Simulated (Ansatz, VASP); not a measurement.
# Two plane-wave programs on CoO

Contents of INCAR:

```
SYSTEM = CoO
  PREC = Accurate
  ENCUT = 600
  EDIFF = 1E-6
  ISMEAR = 0
  SIGMA = 0.02
  LREAL = .FALSE.
  LASPH = .TRUE.
  NELM = 150
  ALGO = Normal
  ISIF = 3
  LWAVE = .FALSE.
  LCHARG = .FALSE.
  ISPIN = 2
  MAGMOM = 2.88 0.24
  LORBIT = 11
  LMAXMIX = 4
  LDAU = .TRUE.
  LDAUTYPE = 2
  LDAUL = 2 -1
  LDAUU = 3.32 0
  LDAUJ = 0 0
  LDAUPRINT = 1
  GGA = PE
  IBRION = 2
  NSW = 100
  EDIFFG = -0.005
```

File KPOINTS:

```
regular mesh
0
G
  12 12 12
  0 0 0
```

The input POSCAR:

```
CoO
1.0
    1.5367472036      0.8872414117      2.4735053773
   -1.5367472036      0.8872414117      2.4735053773
    0.0000000000     -1.7744828233      2.4735053773
Co O
1 1
Direct
    0.0000000000      0.0000000000      0.0000000000
    0.5000000000      0.5000000000      0.5000000000
```

Input for Ansatz:

```yaml
crystal:
  lattice:
    - [1.5367478308, 0.8872417738, 2.4735049807]
    - [-1.5367478308, 0.8872417738, 2.4735049807]
    - [0.0, -1.7744835476, 2.4735049807]
  atoms:
    - { symbol: Co, position: [0.0, 0.0, 0.0], spin: 2.88 }
    - { symbol: O, position: [0.5, 0.5, 0.5], spin: 0.24 }
basis:
  ecutwfc: 420
kpoints:
  mp_grid: { grid: [12, 12, 12] }
hamiltonian:
  xc: pbe
  hubbard: { sites: [{ species: Co, l: d, u_eff: 3.32 }] }
scf:
  occupations: { method: gaussian, width: 0.02 }
output:
  forces: true
  stress: true
  eigenvalues: true
  populations: true
magnetization:
  spin_polarized: true
relax:
  adjacent_minimum: "off"
  f_tol: 0.005
  max_steps: 80
  cell: { stress_tol: 0.05 }
```

Alike in both runs: task relaxation of cell and atoms; functional PBE; k mesh 12 × 12 × 12; occupations gaussian, width 0.02 eV; collinear spin; Hubbard terms Co d U = 3.32 eV.

```csv
,VASP,Ansatz
version,VASP 6.6.1,Ansatz 0.2.0
potentials or method,"VASP PAW PBE potentials, release 64 (Co, O), cutoff 600 eV","scalar-relativistic, plane waves, PAW"
valence electrons in the cell,15,23
```

```csv
,VASP,Ansatz,Ansatz less VASP
net moment per atom (μB),1.50,1.50,0.000
size of the moment on the site where the two differ most (μB),2.73,2.62,-0.109
relaxed volume (Å³/atom),9.65,10.12,+0.465
relaxed length of the cell vector where the two differ most in proportion (Å),2.983,3.044,+0.0610
```

Site moments also hang on the region over which each program counts them. The programs project onto different local orbitals, so the same U acts differently, and such runs can settle in different states. VASP's potentials hold 15 valence electrons a cell and Ansatz's 23, so a difference there can come from the potentials and not from the codes.
